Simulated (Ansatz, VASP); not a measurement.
## Two plane-wave programs on BN

File INCAR:

```
PREC     = Accurate       # precision mode
ENCUT    = 520            # plane-wave cutoff, eV
EDIFF    = 1E-6           # SCF threshold, eV
ISMEAR   = 0              # smearing method
SIGMA    = 0.05           # smearing width, eV
LREAL    = False          # projectors in reciprocal space
LASPH    = True           # aspherical terms in the spheres
NELM     = 60             # most SCF steps
ALGO     = Normal         # electronic algorithm
ISIF     = 2              # what is computed and relaxed
LWAVE    = False          # write WAVECAR
LCHARG   = True           # write CHGCAR
GGA      = CA             # functional
LELF     = True           # ELF
LVHAR    = True         
NBANDS   = 16             # bands
```

Contents of KPOINTS:

```
regular mesh
0
Gamma
  12 12 4
```

The input POSCAR:

```
BN
1.0
    2.5039917043      0.0000000000      0.0000000000
   -1.2519958522      2.1685204268      0.0000000000
    0.0000000000      0.0000000000      6.6612000000
B N
2 2
Direct
    0.3310438594      0.6876312977      0.2452056589
    0.6607415719      0.3091517806      0.7539631915
    0.3498278285      0.6681673985      0.7540853534
    0.6583867403      0.3350495231      0.2467457962
```

Input for Ansatz:

```yaml
crystal:
  lattice:
    - [2.5039917043, 0.0, 0.0]
    - [-1.2519958522, 2.1685204268, 0.0]
    - [0.0, 0.0, 6.6612]
  atoms:
    - { symbol: B, position: [0.3310438594, 0.6876312977, 0.2452056589] }
    - { symbol: B, position: [0.6607415719, 0.3091517806, 0.7539631915] }
    - { symbol: "N", position: [0.3498278285, 0.6681673985, 0.7540853534] }
    - { symbol: "N", position: [0.6583867403, 0.3350495231, 0.2467457962] }
basis:
  ecutwfc: 420
kpoints:
  mp_grid: { grid: [12, 12, 4] }
hamiltonian:
  xc: lda
scf:
  occupations: { method: gaussian, width: 0.05 }
output:
  forces: true
  stress: true
  eigenvalues: true
```

Change from the starting cell: all atoms moved at random (sigma 0.03 Å a component).

Alike in both runs: task single point; functional LDA; k mesh 12 × 12 × 4; occupations gaussian, width 0.05 eV; no spin polarisation.

|  | VASP | Ansatz |
| --- | --- | --- |
| version | VASP 6.6.1 | Ansatz 0.2.0 |
| potentials or method | VASP PAW LDA potentials, release 64 (B, N), cutoff 520 eV | scalar-relativistic, plane waves, PAW |
| valence electrons in the cell | 16 | 16 |

|  | VASP | Ansatz | Ansatz less VASP |
| --- | --- | --- | --- |
| gap on the k mesh at the Fermi level (eV) | 3.78 | 3.80 | +0.016 |
| least direct gap on the mesh (eV) | 4.12 | 4.13 | +0.016 |
| pressure (GPa) | -3.1 | -3.5 | -0.41 |
| traceless stress, the component that is largest in VASP (GPa) | -6.81 | -7.08 | -0.275 |
| rms of the force components (eV/Å) | 1.292 | 1.296 | +0.0037 |

LDA's correlation is that of Perdew and Zunger in VASP and of Perdew and Wang (1992) in Ansatz. Atom by atom the forces differ by 0.004 eV/Å (rms over components).
